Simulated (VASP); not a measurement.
# BaO (Fm-3m) in VASP: single point with PBE

Aim: the single point of BaO with PBE.

All numbers are computed with VASP 6.6.1; they aren't measurements. Logs are shortened: lines on timing, memory, paths and dates and some standing lists are left out, and cuts for length are marked.

### Step 1. The cell of the first run

It takes space group Fm-3m (No. 225, cubic). Conventional cell: a = 5.574 Å, b = 5.574 Å, c = 5.574 Å, α = 90.00°, β = 90.00°, γ = 90.00°. Within 3.7 Å of Ba (site symmetry m-3m) lie 6 O at 2.79 Å. Within 3.7 Å of O (site symmetry m-3m) lie 6 Ba at 2.79 Å.

### Step 2. Single point, PBE

INCAR reads:

```
PREC     = Accurate       # precision mode
ENCUT    = 1340           # plane-wave cutoff, eV
EDIFF    = 1E-6           # SCF threshold, eV
ISMEAR   = 0              # smearing method
SIGMA    = 0.01           # smearing width, eV
LREAL    = F              # projectors in reciprocal space
LASPH    = T              # aspherical terms in the spheres
NELM     = 120            # most SCF steps
ALGO     = Normal         # electronic algorithm
ISIF     = 2              # what is computed and relaxed
LWAVE    = F              # write WAVECAR
LCHARG   = F              # write CHGCAR
GGA      = PE             # functional
NBANDS   = 15             # bands
GGA_COMPAT= F
```

KPOINTS reads:

```
Automatic mesh
0
Gamma
  8 8 8
```

POSCAR reads:

```
BaO
1.0
    0.0000000000      2.7869987736      2.7869987736
    2.7869987736      0.0000000000      2.7869987736
    2.7869987736      2.7869987736      0.0000000000
Ba O
1 1
Direct
    0.0000000000      0.0000000000      0.0000000000
    0.5000000000      0.5000000000      0.5000000000
```

Potentials or basis: VASP PAW PBE potentials, release 64 (Ba_sv, O_h).

Launch:

```sh
$ cat potpaw_PBE.64/Ba_sv/POTCAR potpaw_PBE.64/O_h/POTCAR > POTCAR
$ mpirun -np 1 vasp_std > vasp.out
```

OUTCAR:

```text
PREC = Accurate
   ENCUT = 1340
   EDIFF = 1E-6
   ISMEAR = 0
   LREAL = F
   LASPH = T
   NELM = 120
   ISIF = 2
   GGA = PE

 ion  position               nearest neighbor table
   1  0.000  0.000  0.000-   2 2.79   2 2.79   2 2.79   2 2.79   2 2.79   2 2.79
   2  0.500  0.500  0.500-   1 2.79   1 2.79   1 2.79   1 2.79   1 2.79   1 2.79

  LATTYP: Found a face centered cubic cell.
 ALAT       =     5.5739975472

  Lattice vectors:

 A1 = (   0.0000000000,   2.7869987736,   2.7869987736)
 A2 = (   2.7869987736,   0.0000000000,   2.7869987736)
 A3 = (   2.7869987736,   2.7869987736,   0.0000000000)

Analysis of symmetry for initial positions (statically):
=====================================================================
 Subroutine PRICEL returns:
 Original cell was already a primitive cell.

 Routine SETGRP: Setting up the symmetry group for a
 face centered cubic supercell.

 Subroutine GETGRP returns: Found 48 space group operations
 (whereof 48 operations were pure point group operations)
 out of a pool of 48 trial point group operations.

The static configuration has the point symmetry O_h .

Analysis of symmetry for dynamics (positions and initial velocities):
=====================================================================
 Subroutine PRICEL returns:
 Original cell was already a primitive cell.

 Routine SETGRP: Setting up the symmetry group for a
 face centered cubic supercell.

 Subroutine GETGRP returns: Found 48 space group operations
 (whereof 48 operations were pure point group operations)
 out of a pool of 48 trial point group operations.

The dynamic configuration has the point symmetry O_h .

 Subroutine INISYM returns: Found 48 space group operations
 (whereof 48 operations are pure point group operations),
 and found     1 'primitive' translations

----------------------------------------------------------------------------------------

                                     Primitive cell

  volume of cell :      43.2953

  direct lattice vectors                    reciprocal lattice vectors
     0.000000000  2.786998774  2.786998774    -0.179404456  0.179404456  0.179404456
     2.786998774  0.000000000  2.786998774     0.179404456 -0.179404456  0.179404456
     2.786998774  2.786998774  0.000000000     0.179404456  0.179404456 -0.179404456

  length of vectors
     3.941411464  3.941411464  3.941411464     0.310737634  0.310737634  0.310737634

  position of ions in fractional coordinates (direct lattice)
     0.000000000  0.000000000  0.000000000
     0.500000000  0.500000000  0.500000000

  ion indices of the primitive-cell ions
   primitive index   ion index
                 1           1
                 2           2

----------------------------------------------------------------------------------------

 KPOINTS: Automatic mesh

Automatic generation of k-mesh.
 Grid dimensions read from file:
 generate k-points for:    8    8    8

 Generating k-lattice:

  Cartesian coordinates                     Fractional coordinates (reciprocal lattice)
    -0.022425557  0.022425557  0.022425557     0.125000000  0.000000000  0.000000000
     0.022425557 -0.022425557  0.022425557     0.000000000  0.125000000  0.000000000
     0.022425557  0.022425557 -0.022425557     0.000000000  0.000000000  0.125000000

  Length of vectors
     0.038842204  0.038842204  0.038842204

  Shift w.r.t. Gamma in fractional coordinates (k-lattice)
     0.000000000  0.000000000  0.000000000

 Subroutine IBZKPT returns following result:
 ===========================================

 Found     29 irreducible k-points:

 Following reciprocal coordinates:
            Coordinates               Weight
  0.000000  0.000000  0.000000      1.000000
  0.125000  0.000000  0.000000      8.000000
  0.250000  0.000000  0.000000      8.000000
  0.375000  0.000000  0.000000      8.000000
  0.500000  0.000000  0.000000      4.000000
  0.125000  0.125000  0.000000      6.000000
[... 16 lines left out ...]
  0.500000  0.250000  0.125000     48.000000
 -0.375000  0.250000  0.125000     24.000000
 [... further k-points ...]
   k-points           NKPTS =     29   k-points in BZ     NKDIM =     29   number of bands    NBANDS=     15
   number of dos      NEDOS =    301   number of ions     NIONS =      2
   total plane-waves  NPLWV = 110592
   dimension x,y,z NGX =    48 NGY =   48 NGZ =   48
   dimension x,y,z NGXF=    96 NGYF=   96 NGZF=   96
   ions per type =               1   1
   NGX,Y,Z   is equivalent  to a cutoff of  20.25, 20.25, 20.25 a.u.
   NGXF,Y,Z  is equivalent  to a cutoff of  40.49, 40.49, 40.49 a.u.
 SYSTEM =  unknown system
   PREC   = accura    normal or accurate (medium, high low for compatibility)
   ISTART =      0    job   : 0-new  1-cont  2-samecut
   ICHARG =      2    charge: 1-file 2-atom 10-const
   ISPIN  =      1    spin polarized calculation?
   LNONCOLLINEAR =      F non collinear calculations
   LSORBIT =      F    spin-orbit coupling
   LASPH  =      T    aspherical Exc in radial PAW
   ENCUT  = 1340.0 eV  98.49 Ry    9.92 a.u.  11.76 11.76 11.76*2*pi/ulx,y,z
   NELM   =    120;   NELMIN=  2; NELMDL= -5     # of ELM steps
   EDIFF  = 0.1E-05   stopping-criterion for ELM
   LREAL  =      F    real-space projection
   EDIFFG = 0.1E-04   stopping-criterion for IOM
   NSW    =      0    number of steps for IOM
   IBRION =     -1    ionic relax: 0-MD 1-quasi-New 2-CG
   NFREE  =      0    steps in history (QN), initial steepest desc. (CG)
   ISIF   =      2    stress and relaxation
   ISYM   =      2    0-nonsym 1-usesym 2-fastsym
   POTIM  = 0.5000    time-step for ionic-motion
   TEBEG  =    0.0;   TEEND  =   0.0 temperature during run
   PSTRESS=    0.0 pullay stress
   NELECT =      16.0000    total number of electrons
   NUPDOWN=      -1.0000    fix difference up-down
   EMIN   =  10.00;   EMAX   =-10.00  energy-range for DOS
   EFERMI =   0.00;   METHOD = LEGACY
   ISMEAR =     0;   SIGMA  =   0.01  broadening in eV -4-tet -1-fermi 0-gaus
   EFERMI_NEDOS =   21; number of points for ismear=-14 and -15
   IALGO  =     38    algorithm
   IMIX   =      4    mixing-type and parameters
     AMIX     =   0.40;   BMIX     =  1.00
     AMIX_MAG =   1.60;   BMIX_MAG =  1.00
  volume/ion in A,a.u.               =      21.65       146.09
  Fermi-wavevector in a.u.,A,eV,Ry     =   1.174811  2.220071 18.778505  1.380181
  Thomas-Fermi vector in A             =   2.311202
   LORBIT       =      0    0 simple, 1 ext, 2 COOP (PROOUT), +10 PAW based schemes
   GGA     = PE    functional components
   LHFCALC =     F    Hartree Fock is set to
   AEXX    =    0.0000 exact exchange contribution
   IVDW    =     0    specifies the selected vdW correction
   LEPSILON=     F    determine dielectric tensor
   LRPA    =     F    only Hartree local field effects (RPA)
 non-spin polarized calculation
 Gauss-broadening in eV      SIGMA  =   0.01
  energy-cutoff  :     1340.00
  volume of cell :       43.30
 maximum number of plane-waves:      4909
   NGX = 23   NGY = 23   NGZ = 23

 number of electron      15.9999999 magnetization

 Free energy of the ion-electron system (eV)
  ---------------------------------------------------
  ext. energy  EPLUGINS =         0.00000000
  ---------------------------------------------------
  free energy    TOTEN  =       -11.81195971 eV

  energy without entropy =      -11.81195971  energy(sigma->0) =      -11.81195971

 E-fermi :   1.9724     XC(G=0):  -9.5341

 val. band max:        1.9229359330   @ k =   0.5000   0.5000   0.0000
 cond. band min:       3.9618080437   @ k =   0.5000   0.5000   0.0000
 fundamental gap:      2.0388721108
 Fermi energy:         1.9724196605

 k-point     1 :       0.0000    0.0000    0.0000
  band No.  band energies     occupation
      1     -23.9877      2.00000
      2     -13.0351      2.00000
      3      -8.5384      2.00000
      4      -8.5384      2.00000
      5      -8.5384      2.00000
      6       1.6293      2.00000
      7       1.6293      2.00000
      8       1.6293      2.00000
      9       5.3937      0.00000
     10       6.6170      0.00000
     11       6.6170      0.00000
     12       6.6170      0.00000
     13       8.8357      0.00000
     14       8.8357      0.00000
     15      11.8853      0.00000

 k-point     2 :       0.1250    0.0000    0.0000
  band No.  band energies     occupation
      1     -23.9544      2.00000
      2     -13.1344      2.00000
      3      -8.5733      2.00000
      4      -8.5560      2.00000
      5      -8.5560      2.00000
      6       1.2978      2.00000
      7       1.4364      2.00000
      8       1.4364      2.00000
      9       6.0226      0.00000
     10       6.5012      0.00000
     11       6.9001      0.00000
     12       6.9001      0.00000
     13       9.2212      0.00000
     14       9.2212      0.00000
     15      12.8196      0.00000

 k-point     3 :       0.2500    0.0000    0.0000
  band No.  band energies     occupation
      1     -23.8721      2.00000
      2     -13.3748      2.00000
      3      -8.6517      2.00000
      4      -8.5976      2.00000
      5      -8.5976      2.00000
      6       0.6805      2.00000
      7       1.0243      2.00000
      8       1.0243      2.00000
      9       6.3894      0.00000
     10       7.6035      0.00000
     11       7.6646      0.00000
     12       7.6646      0.00000
     13      10.1800      0.00000
     14      10.1800      0.00000
     15      14.8305      0.00000

 k-point     4 :       0.3750    0.0000    0.0000
  band No.  band energies     occupation
      1     -23.7871      2.00000
      2     -13.6159      2.00000
      3      -8.7224      2.00000
      4      -8.6379      2.00000
      5      -8.6379      2.00000
      6       0.1862      2.00000
      7       0.6671      2.00000
      8       0.6671      2.00000
      9       6.6477      0.00000
     10       8.5838      0.00000
     11       8.5838      0.00000
     12       9.2314      0.00000
     13      11.3954      0.00000
     14      11.3954      0.00000
     15      15.6289      0.00000
[... 307 lines left out ...]
 k-point    22 :       0.3750    0.2500    0.1250
  band No.  band energies     occupation
      1     -23.8127      2.00000
      2     -13.4081      2.00000
      3      -8.9348      2.00000
      4      -8.7703      2.00000
      5      -8.6733      2.00000
      6       0.5473      2.00000
      7       0.9984      2.00000
      8       1.5672      2.00000
      9       5.5815      0.00000
     10       7.5392      0.00000
     11       8.5227      0.00000
     12       8.8405      0.00000
     13      10.4389      0.00000
     14      11.1379      0.00000
     15      16.2614      0.00000

 k-point    23 :       0.5000    0.2500    0.1250
  band No.  band energies     occupation
      1     -23.7456      2.00000
      2     -13.5129      2.00000
      3      -9.1077      2.00000
      4      -8.9874      2.00000
      5      -8.6542      2.00000
      6       0.5540      2.00000
      7       0.8115      2.00000
      8       1.4058      2.00000
      9       6.0705      0.00000
     10       7.8621      0.00000
     11       9.2043      0.00000
     12       9.3609      0.00000
     13      11.3186      0.00000
     14      12.7455      0.00000
     15      14.5813      0.00000

 k-point    24 :      -0.3750    0.2500    0.1250
  band No.  band energies     occupation
      1     -23.7174      2.00000
      2     -13.5571      2.00000
      3      -9.1276      2.00000
      4      -9.1249      2.00000
      5      -8.6467      2.00000
      6       0.4606      2.00000
      7       1.0418      2.00000
      8       1.1106      2.00000
      9       6.7632      0.00000
     10       7.3626      0.00000
     11       9.6639      0.00000
     12       9.7144      0.00000
     13      11.8631      0.00000
     14      13.5491      0.00000
     15      13.9021      0.00000

 [... further k-points ...]
[... 5 lines left out ...]
  --------------------------------------------------------------------------------------
  -------------------------------------------------------------------------------------
  Total        0.4009181      0.4009181      0.4009181     -0.0000000      0.0000000      0.0000000
  in kB       14.8363113     14.8363113     14.8363113     -0.0000000      0.0000000      0.0000000
  external PRESSURE =      14.8363113 kB  Pullay stress =       0.0000000 kB

 VOLUME and BASIS-vectors are now :
 -----------------------------------------------------------------------------
  energy-cutoff  :     1340.00
  volume of cell :       43.30
      direct lattice vectors                 reciprocal lattice vectors
     0.000000000  2.786998774  2.786998774    -0.179404456  0.179404456  0.179404456
     2.786998774  0.000000000  2.786998774     0.179404456 -0.179404456  0.179404456
     2.786998774  2.786998774  0.000000000     0.179404456  0.179404456 -0.179404456

 POSITION                                       TOTAL-FORCE (eV/Angst)
 -----------------------------------------------------------------------------------
      0.00000      0.00000      0.00000        -0.000000      0.000000     -0.000000
      2.78700      2.78700      2.78700         0.000000     -0.000000      0.000000
 -----------------------------------------------------------------------------------
    total drift:                               -0.000000     -0.000000     -0.000000

  FREE ENERGIE OF THE ION-ELECTRON SYSTEM (eV)
  ---------------------------------------------------
  free  energy   TOTEN  =       -11.8119597118 eV

  energy  without entropy=      -11.8119597118  energy(sigma->0) =      -11.81195971
```

It took 88 s on 1 thread of AMD EPYC 7R43 (Zen 3), shared host; peak memory 0.32 GiB.

What came out:

```
Free energy            : -11.8120 eV
Pressure               : 1.5 GPa
Band gap on the k mesh : 2.04 eV
```

Levels at points of the mesh, in eV from the valence-band top:
```csv
k point,band 6,band 7,band 8,band 9,band 10,band 11
"(0.00, 0.00, 0.00)",-0.29,-0.29,-0.29,3.47,4.69,4.69
"(0.50, 0.00, 0.00)",-1.92,-1.39,-1.39,4.91,7.10,7.10
"(0.50, 0.50, 0.00)",-0.13,-0.13,0.00,2.04,5.90,8.80
```

Caveat: spin-orbit coupling is left out, which moves the levels of the heavy elements. A k mesh can miss the band edges.
